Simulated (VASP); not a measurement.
Set up this calculation in VASP 6.6.1, as the native input.

```yaml
Task: relaxation of cell and atoms
Functional: LDA
Potentials_or_basis: VASP PAW LDA potentials, release 64 (Li_sv)
Cutoff: 600 eV
k_mesh: 16 × 16 × 14
Occupations: fermi-dirac, width 0.05 eV
Spin: no spin polarisation
Target_pressure: 1.3 GPa
Dipole_correction: no
Further_INCAR_settings: ALGO = Normal; EDIFF = 1e-06; IBRION = 2; EDIFFG = -0.005; NSW = 60; ISIF = 3
```

The structure of Li lies in POSCAR:

```
Li
1.0
    2.8137610282      0.0000000000      0.0000000000
   -1.4068805141      2.4367885306      0.0000000000
    0.0000000000      0.0000000000      2.6449353665
Li
1
Direct
    0.0000000000      0.0000000000      0.0000000000
```

This isn't the form of Li at room conditions, which is bcc.

One way to write it, as run:

INCAR

```
SYSTEM = Li
PREC = Accurate ; ENCUT = 600
EDIFF = 1E-6 ; ISMEAR = -1
SIGMA = 0.05 ; LREAL = .False.
LASPH = .True. ; NELM = 60
ALGO = Normal ; ISIF = 3
LWAVE = .False. ; LCHARG = .False.
GGA = CA ; IBRION = 2
NSW = 60 ; EDIFFG = -0.005
PSTRESS = 13.0
```

KPOINTS

```
Automatic mesh
0
Gamma
  16 16 14
  0 0 0
```

Potentials or basis: VASP PAW LDA potentials, release 64 (Li_sv).

The run is started by

```bash
$ cat potpaw_LDA.64/Li_sv/POTCAR > POTCAR
$ mpirun -np 1 vasp_std > vasp.out
```

Results of the run:

* Relaxed volume: 17.28 Å³/atom
* Relaxed cell: a = 2.789 Å, b = 2.789 Å, c = 2.566 Å, α = 90.00°, β = 90.00°, γ = 120.00°
* Space group after relaxing (to 0.1 Å): P6/mmm (No. 191)
* Energy change on relaxing (the run minimises the enthalpy): +3.4 meV/atom
* Ionic steps: 9
* Pressure after relaxing: 1.3 GPa
* Band gap on the k mesh: zero (an odd number of electrons rules out a gap without spin polarisation)

Caveat: the cutoff is under 1.25 times the usual one of these potentials, so pressure, stress and relaxed cells hold a basis-set (Pulay) error; the cell is relaxed towards a set pressure, so the run minimises the enthalpy, not the energy.

Run time: 55 s on 1 thread of AMD EPYC 9R45 96-Core Processor (Zen 5), on a shared host, peak memory 0.1 GiB.
